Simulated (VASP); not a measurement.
Here is a VASP 6.6.1 calculation.

The input INCAR:

```
  PREC = Accurate
  ENCUT = 520
  EDIFF = 1E-7
  ISMEAR = 0
  SIGMA = 0.15
  LREAL = F
  LASPH = T
  NELM = 80
  ALGO = Fast
  ISIF = 2
  LWAVE = F
  LCHARG = F
  GGA = PE
  NBANDS = 20
```

KPOINTS

```
regular mesh
0
Gamma
  18 18 10
```

POSCAR

```
Tl
1.0
    3.4559983565      0.0000000000      0.0000000000
   -1.7279991783      2.9929823722      0.0000000000
    0.0000000000      0.0000000000      5.5250000000
Tl
2
Direct
    0.3333333333      0.6666666667      0.1957013575
    0.6666666667      0.3333333333      0.7500000000
```

Potentials or basis: VASP PAW PBE potentials, release 64 (Tl_d).

Launch:

```bash
$ cat potpaw_PBE.64/Tl_d/POTCAR > POTCAR
$ mpirun -np 1 vasp_std > vasp.out
```

**Question.** Predict the band gap on the k mesh.

**Answer.** Zero (bands 13 and 14 overlap by 5.01 eV).

**Question.** What does it give for the pressure?

**Answer.** 4.5 GPa.

Stress tensor (GPa, compression positive):
```
4.26 0.00 0.00
0.00 4.26 0.00
0.00 0.00 5.00
```

Caveat: the cell differs from its parent crystal (atom 1 (Tl) moved by (+0.000, -0.300) A along x and z); the cell stands under pressure; spin-orbit coupling is left out, which moves the levels of the heavy elements; forces of over 1 eV/Å act on the atoms, so gaps and moduli don't describe the material at rest.
